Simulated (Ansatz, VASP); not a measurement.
# Two plane-wave programs on Al3Co2Ni

INCAR

```
SYSTEM = Al3Co2Ni
PREC = Accurate ; ENCUT = 600
EDIFF = 1E-7 ; ISMEAR = -1
SIGMA = 0.15 ; LREAL = .FALSE.
LASPH = .TRUE. ; NELM = 60
ALGO = Fast ; ISIF = 3
LWAVE = .FALSE. ; LCHARG = .FALSE.
GGA = PE ; IBRION = 2
NSW = 80 ; EDIFFG = -0.001
```

KPOINTS

```
Automatic mesh
0
G
  14 14 4
  0 0 0
```

File POSCAR:

```
Al3Co2Ni
1.0
    2.8434379307      0.0000000000      0.0000000000
    0.0000000000      2.8434379307      0.0000000000
    0.0000000000      0.0000000000      8.7440011645
Al Co Ni
3 2 1
Direct
    0.0000000000      0.0000000000      0.3300859670
    0.0000000000      0.0000000000      0.6699140330
    0.0000000000      0.0000000000      0.0000000000
    0.5000000000      0.5000000000      0.8340892017
    0.5000000000      0.5000000000      0.1659107983
    0.5000000000      0.5000000000      0.5000000000
```

Input for Ansatz:

```yaml
crystal:
  lattice:
    - [2.8434379307, 0.0, 0.0]
    - [0.0, 2.8434379307, 0.0]
    - [0.0, 0.0, 8.7440011645]
  atoms:
    - { symbol: Al, position: [0.0, 0.0, 0.330085967] }
    - { symbol: Al, position: [0.0, 0.0, 0.669914033] }
    - { symbol: Al, position: [0.0, 0.0, 0.0] }
    - { symbol: Co, position: [0.5, 0.5, 0.8340892017] }
    - { symbol: Co, position: [0.5, 0.5, 0.1659107983] }
    - { symbol: Ni, position: [0.5, 0.5, 0.5] }
basis:
  ecutwfc: 420
kpoints:
  mp_grid: { grid: [14, 14, 4] }
hamiltonian:
  xc: pbe
scf:
  occupations: { method: fermi_dirac, width: 0.15 }
output:
  forces: true
  stress: true
  eigenvalues: true
relax:
  adjacent_minimum: "off"
  f_tol: 0.001
  max_steps: 60
  cell: { stress_tol: 0.01 }
```

Alike in both runs: task relaxation of cell and atoms; functional PBE; k mesh 14 × 14 × 4; occupations fermi-dirac, width 0.15 eV; no spin polarisation.

|  | VASP | Ansatz |
| --- | --- | --- |
| version | VASP 6.6.1 | Ansatz 0.2.0 |
| potentials or method | VASP PAW PBE potentials, release 64 (Al, Co, Ni), cutoff 600 eV | scalar-relativistic, plane waves, PAW |
| valence electrons in the cell | 37 | 61 |

|  | VASP | Ansatz | Ansatz less VASP |
| --- | --- | --- | --- |
| gap on the k mesh at the Fermi level, each at its own relaxed structure (eV) | none | none | - |
| relaxed volume (Å³/atom) | 11.80 | 11.80 | +0.005 |
| relaxed length of the cell vector where the two differ most in proportion (Å) | 2.866 | 2.866 | +0.0008 |

A gap of «none» marks a metal or a gap that the smearing closes. VASP's potentials hold 37 valence electrons a cell and Ansatz's 61, so a difference there can come from the potentials and not from the codes.
